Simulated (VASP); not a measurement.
# InP (F-43m) in VASP: single point with PBE

Aim: the single point of InP with PBE.

All numbers are computed with VASP 6.6.1; they aren't measurements. Logs are shortened: lines on timing, memory, paths and dates and some standing lists are left out, and cuts for length are marked.

### Step 1. The cell of the first run

It takes space group F-43m (No. 216, cubic). Conventional cell: a = 5.861 Å, b = 5.861 Å, c = 5.861 Å, α = 90.00°, β = 90.00°, γ = 90.00°. In (site symmetry -43m) has 4 P at 2.54 Å within 3.3 Å. P (site symmetry -43m) has 4 In at 2.54 Å within 3.3 Å.

### Step 2. Single point, PBE

Contents of INCAR:

```
  PREC = Accurate
  ENCUT = 500
  EDIFF = 1E-6
  ISMEAR = 0
  SIGMA = 0.01
  LREAL = False
  LASPH = True
  NELM = 120
  ALGO = Normal
  ISIF = 2
  LWAVE = False
  LCHARG = False
  GGA = PE
  NBANDS = 86
  GGA_COMPAT = False
```

Contents of KPOINTS:

```
regular mesh
0
Gamma
  4 4 4
```

Contents of POSCAR:

```
InP
1.0
    0.0000000000      5.8610000000      5.8610000000
    5.8610000000      0.0000000000      5.8610000000
    5.8610000000      5.8610000000      0.0000000000
In P
8 8
Direct
    0.0000000000      0.0000000000      0.0000000000
    0.0000000000      0.0000000000      0.5000000000
    0.0000000000      0.5000000000      0.0000000000
    0.0000000000      0.5000000000      0.5000000000
    0.5000000000      0.0000000000      0.0000000000
    0.5000000000      0.0000000000      0.5000000000
    0.5000000000      0.5000000000      0.0000000000
    0.5000000000      0.5000000000      0.5000000000
    0.1250000000      0.1250000000      0.1250000000
    0.1250000000      0.1250000000      0.6250000000
    0.1250000000      0.6250000000      0.1250000000
    0.1250000000      0.6250000000      0.6250000000
    0.6250000000      0.1250000000      0.1250000000
    0.6250000000      0.1250000000      0.6250000000
    0.6250000000      0.6250000000      0.1250000000
    0.6250000000      0.6250000000      0.6250000000
```

Potentials or basis: VASP PAW PBE potentials, release 64 (In_d, P).

The run is started by

```sh
$ cat potpaw_PBE.64/In_d/POTCAR potpaw_PBE.64/P/POTCAR > POTCAR
$ mpirun -np 1 vasp_std > vasp.out
```

OUTCAR:

```text
PREC = Accurate
   ENCUT = 500
   EDIFF = 1E-6
   ISMEAR = 0
   LREAL = False
   LASPH = True
   NELM = 120
   ISIF = 2
   GGA = PE

 ion  position               nearest neighbor table
   1  0.000  0.000  0.000-  10 2.54  11 2.54  13 2.54   9 2.54
   2  0.000  0.000  0.500-   9 2.54  12 2.54  14 2.54  10 2.54
   3  0.000  0.500  0.000-   9 2.54  12 2.54  15 2.54  11 2.54
   4  0.000  0.500  0.500-  10 2.54  11 2.54  16 2.54  12 2.54
   5  0.500  0.000  0.000-   9 2.54  14 2.54  15 2.54  13 2.54
   6  0.500  0.000  0.500-  10 2.54  13 2.54  16 2.54  14 2.54
[... 8 lines left out ...]
  15  0.625  0.625  0.125-   3 2.54   5 2.54   8 2.54   7 2.54
  16  0.625  0.625  0.625-   4 2.54   6 2.54   7 2.54   8 2.54

  LATTYP: Found a face centered cubic cell.
 ALAT       =    11.7220000000

  Lattice vectors:

 A1 = (   0.0000000000,   5.8610000000,   5.8610000000)
 A2 = (   5.8610000000,   0.0000000000,   5.8610000000)
 A3 = (   5.8610000000,   5.8610000000,   0.0000000000)

Analysis of symmetry for initial positions (statically):
=====================================================================
 Subroutine PRICEL returns following result:

  LATTYP: Found a face centered cubic cell.
 ALAT       =     5.8610000000

  Lattice vectors:

 A1 = (   0.0000000000,   2.9305000000,   2.9305000000)
 A2 = (   2.9305000000,   0.0000000000,   2.9305000000)
 A3 = (   2.9305000000,   2.9305000000,   0.0000000000)

   8 primitive cells build up your supercell.

 Routine SETGRP: Setting up the symmetry group for a
 face centered cubic supercell.

 Subroutine GETGRP returns: Found 24 space group operations
 (whereof 24 operations were pure point group operations)
 out of a pool of 48 trial point group operations.

The static configuration has the point symmetry T_d .

Analysis of symmetry for dynamics (positions and initial velocities):
=====================================================================
 Subroutine PRICEL returns following result:

  LATTYP: Found a face centered cubic cell.
 ALAT       =     5.8610000000

  Lattice vectors:

 A1 = (   0.0000000000,   2.9305000000,   2.9305000000)
 A2 = (   2.9305000000,   0.0000000000,   2.9305000000)
 A3 = (   2.9305000000,   2.9305000000,   0.0000000000)

   8 primitive cells build up your supercell.

 Routine SETGRP: Setting up the symmetry group for a
 face centered cubic supercell.

 Subroutine GETGRP returns: Found 24 space group operations
 (whereof 24 operations were pure point group operations)
 out of a pool of 48 trial point group operations.

The dynamic configuration has the point symmetry T_d .

 Subroutine INISYM returns: Found 24 space group operations
 (whereof 24 operations are pure point group operations),
 and found     8 'primitive' translations

----------------------------------------------------------------------------------------

                                     Primitive cell

  volume of cell :      50.3333

  direct lattice vectors                    reciprocal lattice vectors
     0.000000000  2.930500000  2.930500000    -0.170619348  0.170619348  0.170619348
     2.930500000  0.000000000  2.930500000     0.170619348 -0.170619348  0.170619348
     2.930500000  2.930500000  0.000000000     0.170619348  0.170619348 -0.170619348

  length of vectors
     4.144352845  4.144352845  4.144352845     0.295521380  0.295521380  0.295521380

  position of ions in fractional coordinates (direct lattice)
     0.000000000  0.000000000  0.000000000
     0.250000000  0.250000000  0.250000000

  ion indices of the primitive-cell ions
   primitive index   ion index
                 1           1
                 2           9

----------------------------------------------------------------------------------------

 KPOINTS: regular mesh

Automatic generation of k-mesh.
 Grid dimensions read from file:
 generate k-points for:    4    4    4

 Generating k-lattice:

  Cartesian coordinates                     Fractional coordinates (reciprocal lattice)
    -0.021327419  0.021327419  0.021327419     0.250000000  0.000000000  0.000000000
     0.021327419 -0.021327419  0.021327419     0.000000000  0.250000000  0.000000000
     0.021327419  0.021327419 -0.021327419     0.000000000  0.000000000  0.250000000

  Length of vectors
     0.036940172  0.036940172  0.036940172

  Shift w.r.t. Gamma in fractional coordinates (k-lattice)
     0.000000000  0.000000000  0.000000000

 Subroutine IBZKPT returns following result:
 ===========================================

 Found      8 irreducible k-points:

 Following reciprocal coordinates:
            Coordinates               Weight
  0.000000  0.000000  0.000000      1.000000
  0.250000  0.000000  0.000000      8.000000
  0.500000  0.000000  0.000000      4.000000
  0.250000  0.250000  0.000000      6.000000
  0.500000  0.250000  0.000000     24.000000
 -0.250000  0.250000  0.000000     12.000000
  0.500000  0.500000  0.000000      3.000000
 -0.250000  0.500000  0.250000      6.000000
   k-points           NKPTS =      8   k-points in BZ     NKDIM =      8   number of bands    NBANDS=     86
   number of dos      NEDOS =    301   number of ions     NIONS =     16
   total plane-waves  NPLWV = 216000
   dimension x,y,z NGX =    60 NGY =   60 NGZ =   60
   dimension x,y,z NGXF=   120 NGYF=  120 NGZF=  120
   ions per type =               8   8
   NGX,Y,Z   is equivalent  to a cutoff of  12.03, 12.03, 12.03 a.u.
   NGXF,Y,Z  is equivalent  to a cutoff of  24.07, 24.07, 24.07 a.u.
 SYSTEM =  unknown system
   PREC   = accura    normal or accurate (medium, high low for compatibility)
   ISTART =      0    job   : 0-new  1-cont  2-samecut
   ICHARG =      2    charge: 1-file 2-atom 10-const
   ISPIN  =      1    spin polarized calculation?
   LNONCOLLINEAR =      F non collinear calculations
   LSORBIT =      F    spin-orbit coupling
   LASPH  =      T    aspherical Exc in radial PAW
   ENCUT  =  500.0 eV  36.75 Ry    6.06 a.u.  15.11 15.11 15.11*2*pi/ulx,y,z
   NELM   =    120;   NELMIN=  2; NELMDL= -5     # of ELM steps
   EDIFF  = 0.1E-05   stopping-criterion for ELM
   LREAL  =      F    real-space projection
   EDIFFG = 0.1E-04   stopping-criterion for IOM
   NSW    =      0    number of steps for IOM
   IBRION =     -1    ionic relax: 0-MD 1-quasi-New 2-CG
   NFREE  =      0    steps in history (QN), initial steepest desc. (CG)
   ISIF   =      2    stress and relaxation
   ISYM   =      2    0-nonsym 1-usesym 2-fastsym
   POTIM  = 0.5000    time-step for ionic-motion
   TEBEG  =    0.0;   TEEND  =   0.0 temperature during run
   PSTRESS=    0.0 pullay stress
   NELECT =     144.0000    total number of electrons
   NUPDOWN=      -1.0000    fix difference up-down
   EMIN   =  10.00;   EMAX   =-10.00  energy-range for DOS
   EFERMI =   0.00;   METHOD = LEGACY
   ISMEAR =     0;   SIGMA  =   0.01  broadening in eV -4-tet -1-fermi 0-gaus
   EFERMI_NEDOS =   21; number of points for ismear=-14 and -15
   IALGO  =     38    algorithm
   IMIX   =      4    mixing-type and parameters
     AMIX     =   0.40;   BMIX     =  1.00
     AMIX_MAG =   1.60;   BMIX_MAG =  1.00
  volume/ion in A,a.u.               =      25.17       169.83
  Fermi-wavevector in a.u.,A,eV,Ry     =   1.162021  2.195901 18.371846  1.350293
  Thomas-Fermi vector in A             =   2.298587
   LORBIT       =      0    0 simple, 1 ext, 2 COOP (PROOUT), +10 PAW based schemes
   GGA     = PE    functional components
   LHFCALC =     F    Hartree Fock is set to
   AEXX    =    0.0000 exact exchange contribution
   IVDW    =     0    specifies the selected vdW correction
   LEPSILON=     F    determine dielectric tensor
   LRPA    =     F    only Hartree local field effects (RPA)
 non-spin polarized calculation
 Gauss-broadening in eV      SIGMA  =   0.01
  energy-cutoff  :      500.00
  volume of cell :      402.67
 maximum number of plane-waves:     10272
   NGX = 31   NGY = 31   NGZ = 31

 number of electron     144.0000071 magnetization

 Free energy of the ion-electron system (eV)
  ---------------------------------------------------
  ext. energy  EPLUGINS =         0.00000000
  ---------------------------------------------------
  free energy    TOTEN  =       -67.04744601 eV

  energy without entropy =      -67.04744601  energy(sigma->0) =      -67.04744601

 E-fermi :   5.2502     XC(G=0):  -9.2826

 val. band max:        5.1894769793   @ k =   0.0000   0.0000   0.0000
 cond. band min:       5.9015558171   @ k =   0.0000   0.0000   0.0000
 fundamental gap:      0.7120788378
 Fermi energy:         5.2501724353

 k-point     1 :       0.0000    0.0000    0.0000
  band No.  band energies     occupation
      1      -9.1825      2.00000
      2      -9.1825      2.00000
      3      -9.1825      2.00000
      4      -9.1161      2.00000
      5      -9.1161      2.00000
      6      -9.1161      2.00000
[... 76 lines left out ...]
     83       7.4574      0.00000
     84       9.2814      0.00000

 k-point     2 :       0.2500    0.0000    0.0000
  band No.  band energies     occupation
      1      -9.1688      2.00000
      2      -9.1688      2.00000
      3      -9.1688      2.00000
      4      -9.1198      2.00000
      5      -9.1198      2.00000
      6      -9.1198      2.00000
[... 76 lines left out ...]
     83       8.1341      0.00000
     84       9.4355      0.00000

 k-point     3 :       0.5000    0.0000    0.0000
  band No.  band energies     occupation
      1      -9.1395      2.00000
      2      -9.1395      2.00000
      3      -9.1395      2.00000
      4      -9.1395      2.00000
      5      -9.1395      2.00000
      6      -9.1395      2.00000
[... 76 lines left out ...]
     83       9.5713      0.00000
     84       9.5713      0.00000

 k-point     4 :       0.2500    0.2500    0.0000
  band No.  band energies     occupation
      1      -9.1671      2.00000
      2      -9.1671      2.00000
      3      -9.1595      2.00000
      4      -9.1133      2.00000
      5      -9.1133      2.00000
      6      -9.1133      2.00000
[... 76 lines left out ...]
     83       8.2934      0.00000
     84       8.6432      0.00000

 k-point     5 :       0.5000    0.2500    0.0000
  band No.  band energies     occupation
      1      -9.1481      2.00000
      2      -9.1481      2.00000
      3      -9.1316      2.00000
      4      -9.1286      2.00000
      5      -9.1213      2.00000
      6      -9.1213      2.00000
[... 76 lines left out ...]
     83       9.3972      0.00000
     84       9.3972      0.00000

 k-point     6 :      -0.2500    0.2500    0.0000
  band No.  band energies     occupation
      1      -9.1547      2.00000
      2      -9.1477      2.00000
      3      -9.1477      2.00000
      4      -9.1300      2.00000
      5      -9.1300      2.00000
      6      -9.1004      2.00000
[... 76 lines left out ...]
     83       9.3531      0.00000
     84       9.3722      0.00000

 k-point     7 :       0.5000    0.5000    0.0000
  band No.  band energies     occupation
      1      -9.1489      2.00000
      2      -9.1489      2.00000
      3      -9.1106      2.00000
      4      -9.1106      2.00000
      5      -9.1106      2.00000
      6      -9.1106      2.00000
[... 76 lines left out ...]
     83       9.5695      0.00000
     84       9.5695      0.00000

 k-point     8 :      -0.2500    0.5000    0.2500
  band No.  band energies     occupation
      1      -9.1370      2.00000
      2      -9.1370      2.00000
      3      -9.1370      2.00000
      4      -9.1370      2.00000
      5      -9.0974      2.00000
      6      -9.0974      2.00000
[... 76 lines left out ...]
     83       8.7296      0.00000
     84       8.7296      0.00000
 [bands above 84 left out]

------------------------ aborting loop because EDIFF is reached ----------------------------------------

  FORCE on cell =-STRESS in cart. coord.  units (eV):
  Direction    XX          YY          ZZ          XY          YZ          ZX
  --------------------------------------------------------------------------------------
  -------------------------------------------------------------------------------------
  Total        8.2551316      8.2551316      8.2551316      0.0000000      0.0000000      0.0000000
  in kB       32.8465246     32.8465246     32.8465246      0.0000000      0.0000000      0.0000000
  external PRESSURE =      32.8465246 kB  Pullay stress =       0.0000000 kB

 VOLUME and BASIS-vectors are now :
 -----------------------------------------------------------------------------
  energy-cutoff  :      500.00
  volume of cell :      402.67
      direct lattice vectors                 reciprocal lattice vectors
     0.000000000  5.861000000  5.861000000    -0.085309674  0.085309674  0.085309674
     5.861000000  0.000000000  5.861000000     0.085309674 -0.085309674  0.085309674
     5.861000000  5.861000000  0.000000000     0.085309674  0.085309674 -0.085309674

 POSITION                                       TOTAL-FORCE (eV/Angst)
 -----------------------------------------------------------------------------------
      0.00000      0.00000      0.00000         0.000000      0.000000      0.000000
      2.93050      2.93050      0.00000        -0.000000     -0.000000      0.000000
      2.93050      0.00000      2.93050         0.000000     -0.000000      0.000000
      5.86100      2.93050      2.93050        -0.000000     -0.000000      0.000000
      0.00000      2.93050      2.93050         0.000000     -0.000000      0.000000
      2.93050      5.86100      2.93050        -0.000000      0.000000      0.000000
[... 8 lines left out ...]
      4.39575      4.39575      7.32625         0.000000     -0.000000      0.000000
      7.32625      7.32625      7.32625        -0.000000      0.000000     -0.000000
 -----------------------------------------------------------------------------------
    total drift:                                0.000001      0.000001      0.000000

  FREE ENERGIE OF THE ION-ELECTRON SYSTEM (eV)
  ---------------------------------------------------
  free  energy   TOTEN  =       -67.0474460103 eV

  energy  without entropy=      -67.0474460103  energy(sigma->0) =      -67.04744601
```

Wall time 8.9 min (1 thread of Oxide Virtual Turin-like, shared host); peak memory 0.56 GiB.

What came out:

```
Free energy            : -67.0474 eV
Pressure               : 3.3 GPa
Band gap on the k mesh : 0.71 eV
```

Levels at points of the mesh, in eV from the valence-band top:
```tsv
k point	band 69	band 70	band 71	band 72	band 73	band 74	band 75	band 76
(0.00, 0.00, 0.00)	-0.97	0.00	0.00	0.00	0.71	1.50	1.50	1.50
(0.50, 0.00, 0.00)	-0.56	-0.56	-0.56	-0.56	1.80	1.80	2.56	2.56
(0.50, 0.50, 0.00)	-1.03	-1.03	-1.03	-1.03	2.49	2.49	3.01	3.01
```

Caveat: the cell stands under pressure; semilocal functionals underestimate gaps, and a narrow one can read as zero; spin-orbit coupling is left out, which moves the levels of the heavy elements.
